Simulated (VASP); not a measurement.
# Br (Pm-3m) in VASP: a series of runs

Br is run at these levels: PBEsol; tasks: relaxation of cell and atoms, single point.

Everything below comes from runs of VASP 6.6.1. Logs are shortened: lines on timing, memory, paths and dates and some standing lists are left out, and cuts for length are marked.

## Step 1: The cell of the first run

The structure is cubic, space group Pm-3m (No. 221). Conventional cell: a = 4.424 Å, b = 4.424 Å, c = 4.424 Å, α = 90.00°, β = 90.00°, γ = 90.00°. Br (site symmetry 4/mmm) has 8 Br at 3.13 Å within 4.1 Å.

## Step 2: Relaxation of cell and atoms, PBEsol

File INCAR:

```
SYSTEM = Br
PREC = Accurate
ENCUT = 600
EDIFF = 1E-6
ISMEAR = 0
SIGMA = 0.1
LREAL = .False.
LASPH = .True.
NELM = 100
ALGO = Normal
ISIF = 3
LWAVE = .False.
LCHARG = .False.
GGA = PS
IBRION = 2
NSW = 100
EDIFFG = -0.005
```

File KPOINTS:

```
regular mesh
0
Gamma
  10 10 10
  0 0 0
```

File POSCAR:

```
Br
1.0
    4.4236886340      0.0000000000      0.0000000000
    0.0000000000      4.4236886340      0.0000000000
    0.0000000000      0.0000000000      4.4236886340
Br
3
Direct
    0.5000000000      0.0000000000      0.0000000000
    0.0000000000      0.5000000000      0.0000000000
    0.0000000000      0.0000000000      0.5000000000
```

Potentials or basis: VASP PAW PBE potentials, release 64 (Br).

Command:

```
$ cat potpaw_PBE.64/Br/POTCAR > POTCAR
$ mpirun -np 1 vasp_std > vasp.out
```

OUTCAR:

```text
SYSTEM = Br
   PREC = Accurate
   ENCUT = 600
   EDIFF = 1E-6
   ISMEAR = 0
   LREAL = .False.
   LASPH = .True.
   NELM = 100
   ISIF = 3
   GGA = PS
   IBRION = 2
   NSW = 100
   EDIFFG = -0.005

 ion  position               nearest neighbor table
   1  0.500  0.000  0.000-
   2  0.000  0.500  0.000-
   3  0.000  0.000  0.500-

  LATTYP: Found a simple cubic cell.
 ALAT       =     4.4236886340

  Lattice vectors:

 A1 = (   4.4236886340,   0.0000000000,   0.0000000000)
 A2 = (   0.0000000000,   4.4236886340,   0.0000000000)
 A3 = (   0.0000000000,   0.0000000000,   4.4236886340)

Analysis of symmetry for initial positions (statically):
=====================================================================
 Subroutine PRICEL returns:
 Original cell was already a primitive cell.

 Routine SETGRP: Setting up the symmetry group for a
 simple cubic supercell.

 Subroutine GETGRP returns: Found 48 space group operations
 (whereof 48 operations were pure point group operations)
 out of a pool of 48 trial point group operations.

The static configuration has the point symmetry O_h .

Analysis of symmetry for dynamics (positions and initial velocities):
=====================================================================
 Subroutine PRICEL returns:
 Original cell was already a primitive cell.

 Routine SETGRP: Setting up the symmetry group for a
 simple cubic supercell.

 Subroutine GETGRP returns: Found 48 space group operations
 (whereof 48 operations were pure point group operations)
 out of a pool of 48 trial point group operations.

The dynamic configuration has the point symmetry O_h .

 Subroutine INISYM returns: Found 48 space group operations
 (whereof 48 operations are pure point group operations),
 and found     1 'primitive' translations

----------------------------------------------------------------------------------------

                                     Primitive cell

  volume of cell :      86.5673

  direct lattice vectors                    reciprocal lattice vectors
     4.423688634  0.000000000  0.000000000     0.226055693  0.000000000  0.000000000
     0.000000000  4.423688634  0.000000000     0.000000000  0.226055693  0.000000000
     0.000000000  0.000000000  4.423688634     0.000000000  0.000000000  0.226055693

  length of vectors
     4.423688634  4.423688634  4.423688634     0.226055693  0.226055693  0.226055693
[... 89 lines left out ...]
   ISIF   =      3    stress and relaxation
   ISYM   =      2    0-nonsym 1-usesym 2-fastsym
   POTIM  = 0.5000    time-step for ionic-motion
   TEBEG  =    0.0;   TEEND  =   0.0 temperature during run
   PSTRESS=    0.0 pullay stress
   NELECT =      21.0000    total number of electrons
   NUPDOWN=      -1.0000    fix difference up-down
   EMIN   =  10.00;   EMAX   =-10.00  energy-range for DOS
   EFERMI =   0.00;   METHOD = LEGACY
   ISMEAR =     0;   SIGMA  =   0.10  broadening in eV -4-tet -1-fermi 0-gaus
   EFERMI_NEDOS =   21; number of points for ismear=-14 and -15
   IALGO  =     38    algorithm
   IMIX   =      4    mixing-type and parameters
     AMIX     =   0.40;   BMIX     =  1.00
     AMIX_MAG =   1.60;   BMIX_MAG =  1.00
  volume/ion in A,a.u.               =      28.86       194.73
  Fermi-wavevector in a.u.,A,eV,Ry     =   1.021010  1.929429 14.183552  1.042462
  Thomas-Fermi vector in A             =   2.154611
   LORBIT       =      0    0 simple, 1 ext, 2 COOP (PROOUT), +10 PAW based schemes
   GGA     = PS    functional components
   LHFCALC =     F    Hartree Fock is set to
   AEXX    =    0.0000 exact exchange contribution
   IVDW    =     0    specifies the selected vdW correction
   LEPSILON=     F    determine dielectric tensor
   LRPA    =     F    only Hartree local field effects (RPA)
 conjugate gradient relaxation of ions
 non-spin polarized calculation
 Gauss-broadening in eV      SIGMA  =   0.10
  energy-cutoff  :      600.00
  volume of cell :       86.57
 maximum number of plane-waves:      2945
 NGX is ok and might be reduce to    36
   NGX = 17   NGY = 17   NGZ = 17

 number of electron      21.0000002 magnetization

 Free energy of the ion-electron system (eV)
  ---------------------------------------------------
  ext. energy  EPLUGINS =         0.00000000
  ---------------------------------------------------
  free energy    TOTEN  =        -3.92345327 eV

  energy without entropy =       -3.89514753  energy(sigma->0) =       -3.90930040

 E-fermi :   1.2576     XC(G=0):  -8.8056

 val. band max:        1.2537842444   @ k =   0.3000   0.0000   0.0000
 cond. band min:       1.2786245501   @ k =   0.4000   0.2000   0.0000
 fundamental gap:      0.0248403057
 Fermi energy:         1.2576148940

 k-point     1 :       0.0000    0.0000    0.0000
  band No.  band energies     occupation
      1     -14.6860      2.00000
      2     -12.3769      2.00000
      3     -12.3769      2.00000
      4      -3.1482      2.00000
      5      -3.1482      2.00000
      6      -3.1482      2.00000
      7       0.1088      2.00000
      8       0.1088      2.00000
      9       0.1088      2.00000
     10       1.6382      0.00000
     11       1.6382      0.00000
     12       1.6382      0.00000
     13       5.6181      0.00000
     14       8.5283      0.00000
[... 377 lines left out ...]
      1     -14.2785      2.00000
      2     -12.8820      2.00000
      3     -12.4414      2.00000
      4      -3.1331      2.00000
      5      -2.4912      2.00000
      6      -2.0847      2.00000
      7      -0.9494      2.00000
      8      -0.7569      2.00000
      9       0.0748      2.00000
     10       0.2492      2.00000
     11       1.2019      1.56961
     12       1.3231      0.35440
     13       7.2247      0.00000
     14       9.6443      0.00000

 [... further k-points ...]
[... 5 lines left out ...]
  --------------------------------------------------------------------------------------
  -------------------------------------------------------------------------------------
  Total        0.0147769      0.0147769      0.0147769      0.0000000      0.0000000      0.0000000
  in kB        0.2734899      0.2734899      0.2734899      0.0000000      0.0000000      0.0000000
  external PRESSURE =       0.2734899 kB  Pullay stress =       0.0000000 kB

 VOLUME and BASIS-vectors are now :
 -----------------------------------------------------------------------------
  energy-cutoff  :      600.00
  volume of cell :       86.57
      direct lattice vectors                 reciprocal lattice vectors
     4.423688634  0.000000000  0.000000000     0.226055693  0.000000000  0.000000000
     0.000000000  4.423688634  0.000000000     0.000000000  0.226055693  0.000000000
     0.000000000  0.000000000  4.423688634     0.000000000  0.000000000  0.226055693

 POSITION                                       TOTAL-FORCE (eV/Angst)
 -----------------------------------------------------------------------------------
      2.21184      0.00000      0.00000         0.000000      0.000000      0.000000
      0.00000      2.21184      0.00000         0.000000      0.000000      0.000000
      0.00000      0.00000      2.21184         0.000000      0.000000      0.000000
 -----------------------------------------------------------------------------------
    total drift:                                0.000000      0.000000     -0.000000

  FREE ENERGIE OF THE ION-ELECTRON SYSTEM (eV)
  ---------------------------------------------------
  free  energy   TOTEN  =        -3.9234532745 eV

  energy  without entropy=       -3.8951475257  energy(sigma->0) =       -3.90930040

 reached required accuracy - stopping structural energy minimisation
```

OSZICAR:

```text
N       E                     dE             d eps       ncg     rms          rms(c)
DAV:   1     0.148880621802E+03    0.14888E+03   -0.95670E+03  1568   0.139E+03
DAV:   2     0.648705673497E+01   -0.14239E+03   -0.13954E+03  2170   0.220E+02
DAV:   3    -0.382588218209E+01   -0.10313E+02   -0.10264E+02  1652   0.723E+01
DAV:   4    -0.393987039878E+01   -0.11399E+00   -0.11366E+00  2180   0.871E+00
DAV:   5    -0.394076683167E+01   -0.89643E-03   -0.89642E-03  1898   0.759E-01    0.923E+00
DAV:   6    -0.392358037258E+01    0.17186E-01   -0.30096E-02  2054   0.973E-01    0.561E+00
DAV:   7    -0.392440345504E+01   -0.82308E-03   -0.27530E-02  2024   0.945E-01    0.323E-01
DAV:   8    -0.392342396730E+01    0.97949E-03   -0.42063E-03  1988   0.349E-01    0.325E-02
DAV:   9    -0.392344166199E+01   -0.17695E-04   -0.88936E-05  2108   0.647E-02    0.118E-02
DAV:  10    -0.392344937921E+01   -0.77172E-05   -0.49632E-06  1856   0.138E-02    0.410E-03
DAV:  11    -0.392345319509E+01   -0.38159E-05   -0.38241E-06  1834   0.119E-02    0.215E-03
DAV:  12    -0.392345327445E+01   -0.79360E-07   -0.14000E-07  1582   0.243E-03
   1 F= -.39234533E+01 E0= -.39093004E+01  d E =-.392345E+01
```

It took 35 s on 1 thread of Intel Xeon 6975P-C (Granite Rapids), shared host; peak memory 0.23 GiB.

What came out:

- Free energy: -3.9235 eV
- Pressure after relaxing: 0.0 GPa

Final structure:
```cif
data_structure
_symmetry_space_group_name_H-M 'P 1'
_symmetry_Int_Tables_number 1
_cell_length_a 4.4237
_cell_length_b 4.4237
_cell_length_c 4.4237
_cell_angle_alpha 90.000
_cell_angle_beta 90.000
_cell_angle_gamma 90.000
_cell_volume 86.57
loop_
_atom_site_label
_atom_site_type_symbol
_atom_site_fract_x
_atom_site_fract_y
_atom_site_fract_z
_atom_site_occupancy
Br1 Br 0.50000 0.00000 0.00000 1
Br2 Br 0.00000 0.50000 0.00000 1
Br3 Br 0.00000 0.00000 0.50000 1
```

Levels at points of the mesh, in eV from the Fermi level:
```
           k point  band 8  band 9  band 10  band 11  band 12  band 13
(0.00, 0.00, 0.00)   -1.15   -1.15     0.38     0.38     0.38     4.36
(0.50, 0.00, 0.00)   -2.13   -2.13    -1.77    -0.10    -0.10     6.96
(0.50, 0.50, 0.00)   -2.20   -2.04    -2.04     0.31     0.63     7.89
(0.50, 0.50, 0.50)    0.37    0.37     0.66     0.66     0.66     4.87
```

Caveat: the relaxation stopped at its first step, so nothing moved; the PAW data sets were made with another functional, which shifts forces and pressure a little; an odd number of electrons without spin polarisation forces a metal; a magnetic or distorted state may lie lower.

## Step 3: Single point, PBEsol, collinear spin, ferromagnetic start

This run uses another cell than the first one, of 32.40 Å³/atom, 1.123 times its volume.

File INCAR:

```
SYSTEM = Br
  ALGO = Normal
  EDIFF = 1E-6
  ENCUT = 520
  GGA = PS
  ISIF = 2
  ISMEAR = 0
  ISPIN = 2
  LASPH = .TRUE.
  LCHARG = .FALSE.
  LORBIT = 11
  LREAL = .FALSE.
  LWAVE = .FALSE.
  MAGMOM = 1 1 1
  NBANDS = 22
  NELM = 150
  PREC = Accurate
  SIGMA = 0.1
```

File KPOINTS:

```
k-points
0
G
  4 4 4
  0 0 0
```

File POSCAR:

```
Br
1.0
    4.5976403833      0.0000000000      0.0000000000
    0.0000000000      4.5976403833      0.0000000000
    0.0000000000      0.0000000000      4.5976403833
Br
3
Direct
    0.5000000000      0.0000000000      0.0000000000
    0.0000000000      0.5000000000      0.0000000000
    0.0000000000      0.0000000000      0.5000000000
```

Potentials or basis: VASP PAW PBE potentials, release 64 (Br).

Command:

```
$ cat potpaw_PBE.64/Br/POTCAR > POTCAR
$ mpirun -np 1 vasp_std > vasp.out
```

OUTCAR:

```text
SYSTEM = Br
   EDIFF = 1E-6
   ENCUT = 520
   GGA = PS
   ISIF = 2
   ISMEAR = 0
   ISPIN = 2
   LASPH = .TRUE.
   LORBIT = 11
   LREAL = .FALSE.
   NELM = 150
   PREC = Accurate

 ion  position               nearest neighbor table
   1  0.500  0.000  0.000-
   2  0.000  0.500  0.000-
   3  0.000  0.000  0.500-

  LATTYP: Found a simple cubic cell.
 ALAT       =     4.5976403833

  Lattice vectors:

 A1 = (   4.5976403833,   0.0000000000,   0.0000000000)
 A2 = (   0.0000000000,   4.5976403833,   0.0000000000)
 A3 = (   0.0000000000,   0.0000000000,   4.5976403833)

Analysis of symmetry for initial positions (statically):
=====================================================================
 Subroutine PRICEL returns:
 Original cell was already a primitive cell.

 Routine SETGRP: Setting up the symmetry group for a
 simple cubic supercell.

 Subroutine GETGRP returns: Found 48 space group operations
[... 676 lines left out ...]
     21      13.2230      0.00000
     22      13.2230      0.00000

------------------------ aborting loop because EDIFF is reached ----------------------------------------

  FORCE on cell =-STRESS in cart. coord.  units (eV):
  Direction    XX          YY          ZZ          XY          YZ          ZX
  --------------------------------------------------------------------------------------
  -------------------------------------------------------------------------------------
  Total       -1.6712693     -1.6712693     -1.6712693      0.0000000      0.0000000     -0.0000000
  in kB      -27.5519290    -27.5519290    -27.5519290      0.0000000      0.0000000     -0.0000000
  external PRESSURE =     -27.5519290 kB  Pullay stress =       0.0000000 kB

 VOLUME and BASIS-vectors are now :
 -----------------------------------------------------------------------------
  energy-cutoff  :      520.00
  volume of cell :       97.19
      direct lattice vectors                 reciprocal lattice vectors
     4.597640383  0.000000000  0.000000000     0.217502875  0.000000000  0.000000000
     0.000000000  4.597640383  0.000000000     0.000000000  0.217502875  0.000000000
     0.000000000  0.000000000  4.597640383     0.000000000  0.000000000  0.217502875

 POSITION                                       TOTAL-FORCE (eV/Angst)
 -----------------------------------------------------------------------------------
      2.29882      0.00000      0.00000         0.000000      0.000000      0.000000
      0.00000      2.29882      0.00000         0.000000      0.000000      0.000000
      0.00000      0.00000      2.29882         0.000000      0.000000      0.000000
 -----------------------------------------------------------------------------------
    total drift:                                0.000000      0.000000     -0.000000

  FREE ENERGIE OF THE ION-ELECTRON SYSTEM (eV)
  ---------------------------------------------------
  free  energy   TOTEN  =        -3.7995492829 eV

  energy  without entropy=       -3.7661514473  energy(sigma->0) =       -3.78285037

 total charge

# of ion       s       p       d       tot
------------------------------------------
    1        1.639   2.983   0.016   4.639
    2        1.639   2.983   0.016   4.639
    3        1.639   2.983   0.016   4.639
--------------------------------------------------
tot          4.918   8.950   0.048  13.917

 magnetization (x)

# of ion       s       p       d       tot
------------------------------------------
    1        0.000   0.006   0.000   0.006
    2        0.000   0.006   0.000   0.006
    3        0.000   0.006   0.000   0.006
--------------------------------------------------
tot          0.000   0.017   0.000   0.017
```

It took 38 s on 1 thread of Intel Xeon 6975P-C (Granite Rapids), shared host; peak memory 0.23 GiB.

What came out:

* Free energy: -3.7995 eV
* Pressure: -2.8 GPa
* Net moment: 0.02 μB per cell
* Valence electrons inside the program's atomic spheres: Br 4.64

Levels at points of the mesh, in eV from the Fermi level:
Spin up:
```
           k point  band 7  band 8  band 9  band 10  band 11  band 12  band 13  band 14
(0.00, 0.00, 0.00)   -0.88   -0.88   -0.88     0.38     0.38     0.38     5.06     7.09
(0.50, 0.00, 0.00)   -1.95   -1.65   -1.65    -1.34    -0.02    -0.02     7.33     8.16
(0.50, 0.50, 0.00)   -1.76   -1.76   -1.58    -1.58     0.28     0.58     8.23     8.85
(0.50, 0.50, 0.50)   -3.52    0.33    0.33     0.60     0.60     0.60     5.60     9.34
```
Spin down:
```
           k point  band 8  band 9  band 10  band 11  band 12  band 13
(0.00, 0.00, 0.00)   -0.87   -0.87     0.38     0.38     0.38     5.07
(0.50, 0.00, 0.00)   -1.64   -1.64    -1.33    -0.01    -0.01     7.33
(0.50, 0.50, 0.00)   -1.75   -1.58    -1.58     0.29     0.59     8.23
(0.50, 0.50, 0.50)    0.33    0.33     0.61     0.61     0.61     5.61
```

Caveat: the PAW data sets were made with another functional, which shifts forces and pressure a little.
